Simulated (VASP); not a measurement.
A run of VASP 6.6.1:

INCAR

```
SYSTEM = MoS2
ALGO = Normal
EDIFF = 1E-7
ENCUT = 520
GGA = PE
ISIF = 2
ISMEAR = 0
LASPH = .TRUE.
LCHARG = .TRUE.
LELF = .TRUE.
LREAL = .FALSE.
LVHAR = .TRUE.
LWAVE = .FALSE.
NBANDS = 35
NELM = 100
PREC = Accurate
SIGMA = 0.02
```

Contents of KPOINTS:

```
k-points
0
G
  12 12 2
  0 0 0
```

Contents of POSCAR:

```
MoS2
1.0
    3.1850687533      0.0000000029      0.0000000000
   -1.5925343791      2.7583504517      0.0000000000
    0.0000000000      0.0000000000     14.8079795476
Mo S
2 4
Direct
    0.6666666667      0.3333333333      0.2500000000
    0.3333333333      0.6666666667      0.7500000000
    0.6666666667      0.3333333333      0.6444802404
    0.3333333333      0.6666666667      0.3555197596
    0.6666666667      0.3333333333      0.8555197596
    0.3333333333      0.6666666667      0.1444802404
```

Potentials or basis: VASP PAW PBE potentials, release 64 (Mo_sv, S).

Run with:

```bash
$ cat potpaw_PBE.64/Mo_sv/POTCAR potpaw_PBE.64/S/POTCAR > POTCAR
$ mpirun -np 1 vasp_std > vasp.out
```

Hardware: 1 thread of Intel(R) Xeon(R) Platinum 8259CL CPU @ 2.50GHz (Skylake/Cascade Lake), with other jobs on the host.

Task: Estimate the wall time of this run.

Result: Wall time 2.4 min on 1 thread of Intel(R) Xeon(R) Platinum 8259CL CPU @ 2.50GHz (Skylake/Cascade Lake) (shared host), peak memory 0.32 GiB. Counts: scf iterations 17, k points 38.
